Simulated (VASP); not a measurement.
Input of a VASP 6.6.1 run:

File INCAR:

```
ALGO = Normal
EDIFF = 1E-7
EDIFFG = -0.01
ENCUT = 500
GGA = PS
GGA_COMPAT = False
IBRION = 2
ISIF = 3
ISMEAR = 0
LASPH = True
LCHARG = False
LREAL = False
LWAVE = False
NELM = 120
NELMIN = 4
NSW = 80
PREC = Accurate
SIGMA = 0.02
```

The input KPOINTS:

```
k-points
0
Gamma
  10 10 10
```

POSCAR

```
ZnS
1.0
    0.0000000000      2.7036191263      2.7036191263
    2.7036191263      0.0000000000      2.7036191263
    2.7036191263      2.7036191263      0.0000000000
Zn S
1 1
Direct
    0.0000000000      0.0000000000      0.0000000000
    0.2500000000      0.2500000000      0.2500000000
```

Potentials or basis: VASP PAW PBE potentials, release 64 (Zn, S).

Command:

```sh
$ cat potpaw_PBE.64/Zn/POTCAR potpaw_PBE.64/S/POTCAR > POTCAR
$ mpirun -np 1 vasp_std > vasp.out
```

Task: Predict the relaxed cell.

Result: a = 3.791 Å, b = 3.791 Å, c = 3.791 Å, α = 60.00°, β = 60.00°, γ = 60.00°.

Task: Estimate the relaxed volume.

Result: 19.26 Å³/atom.

Final structure:
```yaml
crystal:
  lattice:
    - [0.00000, 2.68037, 2.68037]
    - [2.68037, 0.00000, 2.68037]
    - [2.68037, 2.68037, 0.00000]
  atoms:
    - { symbol: Zn, position: [0.00000, 0.00000, 0.00000] }
    - { symbol: S, position: [0.25000, 0.25000, 0.25000] }
```

Caveat: the PAW data sets were made with another functional, which shifts forces and pressure a little.
